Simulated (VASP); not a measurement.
# Os (Pm-3n) in VASP: notebook, part 2 of 2

VASP 6.6.1. Earlier steps stand in the parts before.

## Step 3: Single point, PBE

This run uses another cell than the first one, of 14.74 Å³/atom.

Contents of INCAR:

```
PREC = Accurate ; ENCUT = 520
EDIFF = 1E-6 ; ISMEAR = 0
SIGMA = 0.1 ; LREAL = False
LASPH = True ; NELM = 80
ALGO = Normal ; ISIF = 2
LWAVE = False ; LCHARG = True
GGA = PE ; LELF = True
LVHAR = True ; NBANDS = 42
```

Contents of KPOINTS:

```
Automatic mesh
0
Gamma
  4 4 4
```

Contents of POSCAR:

```
Os
1.0
    4.9040586885      0.0000000000      0.0000000000
    0.0000000000      4.9040586885      0.0000000000
    0.0000000000      0.0000000000      4.9040586885
Os
8
Direct
    0.5000000000      0.5000000000      0.5000000000
    0.0000000000      0.0000000000      0.0000000000
    0.2500000000      0.0000000000      0.5000000000
    0.5000000000      0.2500000000      0.0000000000
    0.5000000000      0.7500000000      0.0000000000
    0.7500000000      0.0000000000      0.5000000000
    0.0000000000      0.5000000000      0.7500000000
    0.0000000000      0.5000000000      0.2500000000
```

Potentials or basis: VASP PAW PBE potentials, release 64 (Os).

Run with:

```sh
cat potpaw_PBE.64/Os/POTCAR > POTCAR
mpirun -np 1 vasp_std > vasp.out
```

OUTCAR:

```text
PREC = Accurate
   ENCUT = 520
   EDIFF = 1E-6
   ISMEAR = 0
   LREAL = False
   LASPH = True
   NELM = 80
   ISIF = 2
   GGA = PE

 ion  position               nearest neighbor table
   1  0.500  0.500  0.500-   3 2.74   4 2.74   5 2.74   6 2.74   7 2.74   8 2.74   4 2.74   5 2.74
                             3 2.74   6 2.74   7 2.74   8 2.74
   2  0.000  0.000  0.000-   3 2.74   4 2.74   5 2.74   6 2.74   7 2.74   8 2.74   3 2.74   6 2.74
                             7 2.74   8 2.74   4 2.74   5 2.74
   3  0.250  0.000  0.500-   6 2.45   6 2.45   1 2.74   2 2.74   1 2.74   2 2.74   8 3.00   7 3.00
                             8 3.00   7 3.00   4 3.00   5 3.00   4 3.00   5 3.00
   4  0.500  0.250  0.000-   5 2.45   5 2.45   1 2.74   1 2.74   2 2.74   2 2.74   8 3.00   7 3.00
                             7 3.00   8 3.00   6 3.00   3 3.00   3 3.00   6 3.00
   5  0.500  0.750  0.000-   4 2.45   4 2.45   1 2.74   1 2.74   2 2.74   2 2.74   8 3.00   7 3.00
                             7 3.00   8 3.00   6 3.00   3 3.00   3 3.00   6 3.00
   6  0.750  0.000  0.500-   3 2.45   3 2.45   1 2.74   2 2.74   1 2.74   2 2.74   8 3.00   7 3.00
                             8 3.00   7 3.00   5 3.00   4 3.00   4 3.00   5 3.00
   7  0.000  0.500  0.750-   8 2.45   8 2.45   1 2.74   2 2.74   2 2.74   1 2.74   3 3.00   4 3.00
                             5 3.00   3 3.00   6 3.00   6 3.00   4 3.00   5 3.00
   8  0.000  0.500  0.250-   7 2.45   7 2.45   1 2.74   2 2.74   2 2.74   1 2.74   3 3.00   4 3.00
                             5 3.00   3 3.00   6 3.00   6 3.00   4 3.00   5 3.00

  LATTYP: Found a simple cubic cell.
 ALAT       =     4.9040586885

  Lattice vectors:

 A1 = (   4.9040586885,   0.0000000000,   0.0000000000)
 A2 = (   0.0000000000,   4.9040586885,   0.0000000000)
 A3 = (   0.0000000000,   0.0000000000,   4.9040586885)

Analysis of symmetry for initial positions (statically):
=====================================================================
 Subroutine PRICEL returns:
 Original cell was already a primitive cell.

 Routine SETGRP: Setting up the symmetry group for a
 simple cubic supercell.

 Subroutine GETGRP returns: Found 48 space group operations
 (whereof 24 operations were pure point group operations)
 out of a pool of 48 trial point group operations.

The static configuration has the point symmetry T_h .
 The point group associated with its full space group is O_h .

Analysis of symmetry for dynamics (positions and initial velocities):
=====================================================================
 Subroutine PRICEL returns:
 Original cell was already a primitive cell.

 Routine SETGRP: Setting up the symmetry group for a
 simple cubic supercell.

 Subroutine GETGRP returns: Found 48 space group operations
 (whereof 24 operations were pure point group operations)
 out of a pool of 48 trial point group operations.

The dynamic configuration has the point symmetry T_h .
 The point group associated with its full space group is O_h .

 Subroutine INISYM returns: Found 48 space group operations
 (whereof 24 operations are pure point group operations),
 and found     1 'primitive' translations

----------------------------------------------------------------------------------------

                                     Primitive cell

  volume of cell :     117.9416

  direct lattice vectors                    reciprocal lattice vectors
     4.904058689  0.000000000  0.000000000     0.203912731  0.000000000  0.000000000
[... 65 lines left out ...]
   k-points           NKPTS =     10   k-points in BZ     NKDIM =     10   number of bands    NBANDS=     42
   number of dos      NEDOS =    301   number of ions     NIONS =      8
   total plane-waves  NPLWV =  46656
   dimension x,y,z NGX =    36 NGY =   36 NGZ =   36
   dimension x,y,z NGXF=    72 NGYF=   72 NGZF=   72
   ions per type =               8
   NGX,Y,Z   is equivalent  to a cutoff of  12.20, 12.20, 12.20 a.u.
   NGXF,Y,Z  is equivalent  to a cutoff of  24.41, 24.41, 24.41 a.u.
 SYSTEM =  unknown system
   PREC   = accura    normal or accurate (medium, high low for compatibility)
   ISTART =      0    job   : 0-new  1-cont  2-samecut
   ICHARG =      2    charge: 1-file 2-atom 10-const
   ISPIN  =      1    spin polarized calculation?
   LNONCOLLINEAR =      F non collinear calculations
   LSORBIT =      F    spin-orbit coupling
   LASPH  =      T    aspherical Exc in radial PAW
   ENCUT  =  520.0 eV  38.22 Ry    6.18 a.u.   9.12  9.12  9.12*2*pi/ulx,y,z
   NELM   =     80;   NELMIN=  2; NELMDL= -5     # of ELM steps
   EDIFF  = 0.1E-05   stopping-criterion for ELM
   LREAL  =      F    real-space projection
   EDIFFG = 0.1E-04   stopping-criterion for IOM
   NSW    =      0    number of steps for IOM
   IBRION =     -1    ionic relax: 0-MD 1-quasi-New 2-CG
   NFREE  =      0    steps in history (QN), initial steepest desc. (CG)
   ISIF   =      2    stress and relaxation
   ISYM   =      2    0-nonsym 1-usesym 2-fastsym
   POTIM  = 0.5000    time-step for ionic-motion
   TEBEG  =    0.0;   TEEND  =   0.0 temperature during run
   PSTRESS=    0.0 pullay stress
   NELECT =      64.0000    total number of electrons
   NUPDOWN=      -1.0000    fix difference up-down
   EMIN   =  10.00;   EMAX   =-10.00  energy-range for DOS
   EFERMI =   0.00;   METHOD = LEGACY
   ISMEAR =     0;   SIGMA  =   0.10  broadening in eV -4-tet -1-fermi 0-gaus
   EFERMI_NEDOS =   21; number of points for ismear=-14 and -15
   IALGO  =     38    algorithm
   IMIX   =      4    mixing-type and parameters
     AMIX     =   0.40;   BMIX     =  1.00
     AMIX_MAG =   1.60;   BMIX_MAG =  1.00
  volume/ion in A,a.u.               =      14.74        99.49
  Fermi-wavevector in a.u.,A,eV,Ry     =   1.335301  2.523353 24.259578  1.783029
  Thomas-Fermi vector in A             =   2.464016
   LORBIT       =      0    0 simple, 1 ext, 2 COOP (PROOUT), +10 PAW based schemes
   GGA     = PE    functional components
   LHFCALC =     F    Hartree Fock is set to
   AEXX    =    0.0000 exact exchange contribution
   IVDW    =     0    specifies the selected vdW correction
   LEPSILON=     F    determine dielectric tensor
   LRPA    =     F    only Hartree local field effects (RPA)
 non-spin polarized calculation
 Gauss-broadening in eV      SIGMA  =   0.10
  energy-cutoff  :      520.00
  volume of cell :      117.94
 maximum number of plane-waves:      3196
   NGX = 19   NGY = 19   NGZ = 19

 number of electron      63.9999991 magnetization

 Free energy of the ion-electron system (eV)
  ---------------------------------------------------
  ext. energy  EPLUGINS =         0.00000000
  ---------------------------------------------------
  free energy    TOTEN  =       -85.38305202 eV

  energy without entropy =      -85.34710795  energy(sigma->0) =      -85.36507998

 E-fermi :   8.8879     XC(G=0): -13.7270

 val. band max:        8.8030003107   @ k =   0.5000   0.2500   0.0000
 cond. band min:       8.9265770416   @ k =   0.2500   0.2500   0.0000
 fundamental gap:      0.1235767309
 Fermi energy:         8.8879068228

 k-point     1 :       0.0000    0.0000    0.0000
  band No.  band energies     occupation
      1      -1.7833      2.00000
      2       1.2267      2.00000
      3       1.2267      2.00000
      4       2.5255      2.00000
      5       2.7525      2.00000
      6       2.7525      2.00000
[... 439 lines left out ...]
     41      10.8361      0.00000
     42      10.8413      0.00000

------------------------ aborting loop because EDIFF is reached ----------------------------------------

  FORCE on cell =-STRESS in cart. coord.  units (eV):
  Direction    XX          YY          ZZ          XY          YZ          ZX
  --------------------------------------------------------------------------------------
  -------------------------------------------------------------------------------------
  Total       -0.0474354     -0.0474354     -0.0474354     -0.0000000      0.0000000      0.0000000
  in kB       -0.6443863     -0.6443863     -0.6443863     -0.0000000      0.0000000      0.0000000
  external PRESSURE =      -0.6443863 kB  Pullay stress =       0.0000000 kB

 VOLUME and BASIS-vectors are now :
 -----------------------------------------------------------------------------
  energy-cutoff  :      520.00
  volume of cell :      117.94
      direct lattice vectors                 reciprocal lattice vectors
     4.904058689  0.000000000  0.000000000     0.203912731  0.000000000  0.000000000
     0.000000000  4.904058689  0.000000000     0.000000000  0.203912731  0.000000000
     0.000000000  0.000000000  4.904058689     0.000000000  0.000000000  0.203912731

 POSITION                                       TOTAL-FORCE (eV/Angst)
 -----------------------------------------------------------------------------------
      2.45203      2.45203      2.45203         0.000000     -0.000000     -0.000000
      0.00000      0.00000      0.00000         0.000000     -0.000000     -0.000000
      1.22601      0.00000      2.45203        -0.000000      0.000000      0.000000
      2.45203      1.22601      0.00000        -0.000000      0.000000      0.000000
      2.45203      3.67804      0.00000         0.000000     -0.000000     -0.000000
      3.67804      0.00000      2.45203         0.000000      0.000000     -0.000000
      0.00000      2.45203      3.67804         0.000000      0.000000     -0.000000
      0.00000      2.45203      1.22601         0.000000     -0.000000     -0.000000
 -----------------------------------------------------------------------------------
    total drift:                                0.000000      0.000000     -0.000000

  FREE ENERGIE OF THE ION-ELECTRON SYSTEM (eV)
  ---------------------------------------------------
  free  energy   TOTEN  =       -85.3830520205 eV

  energy  without entropy=      -85.3471079493  energy(sigma->0) =      -85.36507998
```

Wall time 48 s (1 thread of Intel Xeon Platinum 8488C (Sapphire Rapids), shared host); peak memory 0.21 GiB.

What came out:

| Property | Result |
| --- | --- |
| Free energy | -85.3831 eV |
| Pressure | -0.1 GPa |
| Band gap on the k mesh | zero (bands 32 and 33 overlap by 1.01 eV) |

Levels at points of the mesh, in eV from the Fermi level:
```tsv
k point	band 28	band 29	band 30	band 31	band 32	band 33	band 34	band 35	band 36	band 37
(0.00, 0.00, 0.00)	-0.76	-0.66	-0.66	-0.66	-0.34	-0.34	0.50	0.50	1.37	1.37
(0.50, 0.00, 0.00)	-1.53	-1.10	-1.10	-0.23	-0.23	0.49	0.49	0.78	0.78	0.87
(0.50, 0.50, 0.00)	-0.94	-0.93	-0.17	-0.11	0.05	0.05	0.16	0.77	0.87	0.87
(0.50, 0.50, 0.50)	-1.04	-1.04	-1.04	0.66	0.66	0.66	0.66	0.66	0.66	1.26
```

Caveat: spin-orbit coupling is left out, which moves the levels of the heavy elements.

## Step 4: Single point, PBE

This run uses another cell than the first one, of 14.79 Å³/atom.

Contents of INCAR:

```
SYSTEM = Os
ALGO = Fast
EDIFF = 1E-6
ENCUT = 520
GGA = PE
ISIF = 2
ISMEAR = 0
LASPH = .TRUE.
LCHARG = .FALSE.
LREAL = .FALSE.
LWAVE = .FALSE.
NBANDS = 42
NELM = 100
PREC = Accurate
SIGMA = 0.1
```

Contents of KPOINTS:

```
k-points
0
G
  8 8 8
  0 0 0
```

Changes to POSCAR since step 3:

```diff
@@ -2,5 +2,5 @@
 1.0
-    4.9040586885      0.0000000000      0.0000000000
-    0.0000000000      4.9040586885      0.0000000000
-    0.0000000000      0.0000000000      4.9040586885
+    4.9094265425      0.0000000000      0.0000000000
+    0.0000000000      4.9094265425      0.0000000000
+    0.0000000000      0.0000000000      4.9094265425
 Os
```

Run with:

```sh
cat potpaw_PBE.64/Os/POTCAR > POTCAR
mpirun -np 1 vasp_std > vasp.out
```

It took 7.2 min on 1 thread of Oxide Virtual Turin-like, shared host; peak memory 0.27 GiB.

Results (log left out):

```yaml
Free_energy: -85.0622 eV
Pressure: 0.0 GPa
Band_gap_on_the_k_mesh: zero (bands 32 and 33 overlap by 1.03 eV)
```

Levels at points of the mesh, in eV from the Fermi level:
```
           k point  band 29  band 30  band 31  band 32  band 33  band 34  band 35  band 36
(0.00, 0.00, 0.00)    -0.66    -0.66    -0.66    -0.38    -0.38     0.50     0.50     1.36
(0.50, 0.00, 0.00)    -1.12    -1.12    -0.23    -0.23     0.48     0.48     0.78     0.78
(0.50, 0.50, 0.00)    -0.93    -0.20    -0.13     0.01     0.01     0.15     0.76     0.87
(0.50, 0.50, 0.50)    -1.04    -1.04     0.65     0.65     0.65     0.65     0.65     0.65
```

Caveat: spin-orbit coupling is left out, which moves the levels of the heavy elements.

## Step 5: Relaxation of cell and atoms, PBE

Contents of INCAR:

```
  PREC = Accurate
  ENCUT = 600
  EDIFF = 1E-7
  ISMEAR = 0
  SIGMA = 0.1
  LREAL = F
  LASPH = T
  NELM = 60
  ALGO = Normal
  ISIF = 3
  LWAVE = F
  LCHARG = F
  GGA = PE
  IBRION = 2
  NSW = 90
  EDIFFG = -0.04
```

Contents of KPOINTS:

```
Automatic mesh
0
Gamma
  4 4 4
```

Changes to POSCAR since step 4:

```diff
@@ -2,5 +2,5 @@
 1.0
-    4.9094265425      0.0000000000      0.0000000000
-    0.0000000000      4.9094265425      0.0000000000
-    0.0000000000      0.0000000000      4.9094265425
+    4.8565177879      0.0000000000      0.0000000000
+    0.0000000000      4.8565177879      0.0000000000
+    0.0000000000      0.0000000000      4.8565177879
 Os
```

Run with:

```sh
cat potpaw_PBE.64/Os/POTCAR > POTCAR
mpirun -np 1 vasp_std > vasp.out
```

Run time: 7 min. Hardware: 1 thread of Oxide Virtual Turin-like, shared host; peak memory 0.23 GiB.

The run converged. Its results:

| Quantity | Value |
| --- | --- |
| Free energy | -85.3863 eV |
| Relaxed volume | 14.75 Å³/atom |
| Relaxed cell | a = 4.904 Å, b = 4.904 Å, c = 4.904 Å, α = 90.00°, β = 90.00°, γ = 90.00° |
| Space group after relaxing (to 0.1 Å) | Pm-3n (No. 223) |
| Energy gained by relaxing | 14.9 meV/atom |
| Ionic steps | 4 |
| Pressure after relaxing | 0.0 GPa |
| Band gap on the k mesh | zero (bands 32 and 33 overlap by 1.01 eV) |

The path:
```tsv
step	energy change (eV)	largest force (eV/Å)	pressure (GPa)	volume (Å³)
1	0.0000	0.0000	11.53	114.54
2	1.5070	0.0000	-31.91	132.48
3	-0.1185	0.0000	-0.57	118.14
4	-0.1188	0.0000	-0.03	117.96
```

Final structure:
```xyz
8
Lattice="4.9044 0.0000 0.0000 0.0000 4.9044 0.0000 0.0000 0.0000 4.9044" Properties=species:S:1:pos:R:3 pbc="T T T"
Os    2.4522    2.4522    2.4522
Os    0.0000    0.0000    0.0000
Os    1.2261    0.0000    2.4522
Os    2.4522    1.2261    0.0000
Os    2.4522    3.6783    0.0000
Os    3.6783    0.0000    2.4522
Os    0.0000    2.4522    3.6783
Os    0.0000    2.4522    1.2261
```

Levels at points of the mesh, in eV from the Fermi level:
```csv
k point,band 29,band 30,band 31,band 32,band 33,band 34,band 35,band 36
"(0.00, 0.00, 0.00)",-0.66,-0.66,-0.66,-0.34,-0.34,0.50,0.50,1.37
"(0.50, 0.00, 0.00)",-1.10,-1.10,-0.23,-0.23,0.49,0.49,0.78,0.78
"(0.50, 0.50, 0.00)",-0.93,-0.17,-0.11,0.05,0.05,0.16,0.77,0.87
"(0.50, 0.50, 0.50)",-1.04,-1.04,0.66,0.66,0.66,0.66,0.66,0.66
```

Caveat: spin-orbit coupling is left out, which moves the levels of the heavy elements.

## Step 6: The runs side by side

| task | cell | k mesh | cutoff (eV) | gap on the mesh (eV) | pressure (GPa) |
| --- | --- | --- | --- | --- | --- |
| single point | a = 4.857 Å, 8 atoms | 4 × 4 × 4 | 520 | none | 11.4 |
| single point | a = 4.904 Å, 8 atoms | 4 × 4 × 4 | 520 | none | -0.1 |
| single point | a = 4.909 Å, 8 atoms | 8 × 8 × 8 | 520 | none | 0.0 |
| relaxation of cell and atoms | relaxed from a = 4.857 Å, 8 atoms | 4 × 4 × 4 | 600 | none | 0.0 |

Alike in all rows: level PBE; potentials or basis VASP PAW PBE potentials, release 64 (Os); no spin polarisation; smearing gaussian 0.1 eV.

Caveats: spin-orbit coupling is left out, which moves the levels of the heavy elements; the cell stands under pressure (at least some runs).

Absolute energies hang on the potentials; compare differences alone.

The gap in the log of VASP goes by the Fermi energy; the results here count the filled bands.